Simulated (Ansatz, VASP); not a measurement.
Two plane-wave programs on Pd

The input INCAR:

```
SYSTEM = Pd
ALGO     = Normal         ! electronic algorithm
EDIFF    = 1E-7           ! SCF threshold, eV
ENCUT    = 520            ! plane-wave cutoff, eV
GGA      = PS             ! functional
ISIF     = 2              ! what is computed and relaxed
ISMEAR   = -1             ! smearing method
ISPIN    = 2              ! spin polarisation
LASPH    = .True.         ! aspherical terms in the spheres
LCHARG   = .True.         ! write CHGCAR
LELF     = .True.         ! ELF
LMAXMIX  = 4              ! l up to which the mixer works
LORBIT   = 11             ! projections on sites
LREAL    = .False.        ! projectors in reciprocal space
LVHAR    = .True.       
LWAVE    = .False.        ! write WAVECAR
MAGMOM   = 0.5 0.5        ! initial moments
NBANDS   = 21             ! bands
NELM     = 150            ! most SCF steps
PREC     = Accurate       ! precision mode
SIGMA    = 0.05           ! smearing width, eV
```

The input KPOINTS:

```
k-points
0
Gamma
  15 15 8
  0 0 0
```

File POSCAR:

```
Pd
1.0
    2.6036879418      0.0000000000      0.0000000000
   -1.3018439709      2.2548599011      0.0000000000
    0.0000000000      0.0000000000      4.3822123028
Pd
2
Direct
    0.3333333333      0.6666666667      0.2500000000
    0.6666666667      0.3333333333      0.7500000000
```

Input for Ansatz:

```yaml
crystal:
  lattice:
    - [2.6036879418, 0.0, 0.0]
    - [-1.3018439709, 2.2548599011, 0.0]
    - [0.0, 0.0, 4.3822123028]
  atoms:
    - { symbol: Pd, position: [0.3333333333, 0.6666666667, 0.25], spin: 0.5 }
    - { symbol: Pd, position: [0.6666666667, 0.3333333333, 0.75], spin: 0.5 }
hamiltonian:
  xc: pbesol
  pseudopotentials:
    kind: paw
    azcp:
      Pd: "pseudopotentials/Pd.paw.azcp"
basis:
  ecutwfc: 420
  fft_grid_basis: typed
kpoints:
  mp_grid: { grid: [15, 15, 8], shift: [0, 0, 0] }
magnetization:
  spin_polarized: true
scf:
  occupations: { method: fermi_dirac, width: 0.05 }
  lower_state_search: "off"
output:
  stress: true
```

Alike in both runs: task single point; functional PBEsol; k mesh 15 × 15 × 8; occupations fermi-dirac, width 0.05 eV; collinear spin.

|  | VASP | Ansatz |
| --- | --- | --- |
| version | VASP 6.6.1 | Ansatz 0.2.0 |
| potentials or method | VASP PAW PBE potentials, release 64 (Pd), cutoff 520 eV | plane waves (420 eV) with PAW, scalar-relativistic |
| valence electrons in the cell | 20 | 36 |

|  | VASP | Ansatz | Ansatz less VASP |
| --- | --- | --- | --- |
| net moment per atom (μB) | 0.00 | 0.00 | 0.000 |

VASP's potentials were made for PBE, not for PBEsol, and Ansatz warns of the same on its side. VASP's potentials hold 20 valence electrons a cell and Ansatz's 36, so a difference there can come from the potentials and not from the codes. Ansatz's warnings: seeded moment not kept.
